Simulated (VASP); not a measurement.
Input of a VASP 6.6.1 run:

File POSCAR:

```
MgO
1.0
    0.0000000000      2.1055000000      2.1055000000
    2.1055000000      0.0000000000      2.1055000000
    2.1055000000      2.1055000000      0.0000000000
Mg O
1 1
Direct
    0.0000000000      0.0000000000      0.0000000000
    0.5000000000      0.5000000000      0.5000000000
```

The input INCAR.step1:

```
SYSTEM = MgO
PREC     = Accurate       ! precision mode
ENCUT    = 660            ! plane-wave cutoff, eV
ISMEAR   = 0              ! smearing method
SIGMA    = 0.05           ! smearing width, eV
LREAL    = .FALSE.        ! projectors in reciprocal space
LASPH    = .TRUE.         ! aspherical terms in the spheres
NELM     = 120            ! most SCF steps
NBANDS   = 11             ! bands
GGA      = PE             ! functional
ALGO     = Normal         ! electronic algorithm
EDIFF    = 1E-5           ! SCF threshold, eV
LWAVE    = .TRUE.         ! write WAVECAR
LCHARG   = .FALSE.        ! write CHGCAR
GGA_COMPAT= .FALSE.
```

INCAR.step2

```
SYSTEM = MgO
PREC     = Accurate       ! precision mode
ENCUT    = 660            ! plane-wave cutoff, eV
EDIFF    = 1E-6           ! SCF threshold, eV
ISMEAR   = 0              ! smearing method
SIGMA    = 0.05           ! smearing width, eV
LREAL    = .FALSE.        ! projectors in reciprocal space
LASPH    = .TRUE.         ! aspherical terms in the spheres
NELM     = 120            ! most SCF steps
ALGO     = Normal         ! electronic algorithm
ISIF     = 2              ! what is computed and relaxed
LWAVE    = .FALSE.        ! write WAVECAR
LCHARG   = .TRUE.         ! write CHGCAR
METAGGA  = R2SCAN         ! meta-GGA
LMIXTAU  = .TRUE.       
LELF     = .TRUE.         ! ELF
LVHAR    = .TRUE.       
NBANDS   = 11             ! bands
ISTART   = 1            
GGA_COMPAT= .FALSE.
```

The input KPOINTS:

```
regular mesh
0
G
  8 8 8
  0 0 0
```

Potentials or basis: VASP PAW PBE potentials, release 64 (Mg, O).

The run is started by

```console
$ cat potpaw_PBE.64/Mg/POTCAR potpaw_PBE.64/O/POTCAR > POTCAR
$ cp INCAR.step1 INCAR
$ mpirun -np 1 vasp_std > vasp.out
$ cp INCAR.step2 INCAR
$ mpirun -np 1 vasp_std > vasp.out
```

(1) Estimate the band gap on the k mesh.

(2) What does it give for the pressure?

Results:

(1) 5.62 eV.

(2) -2.2 GPa.

Caveat: the PAW data sets were made with another functional, which shifts forces and pressure a little.
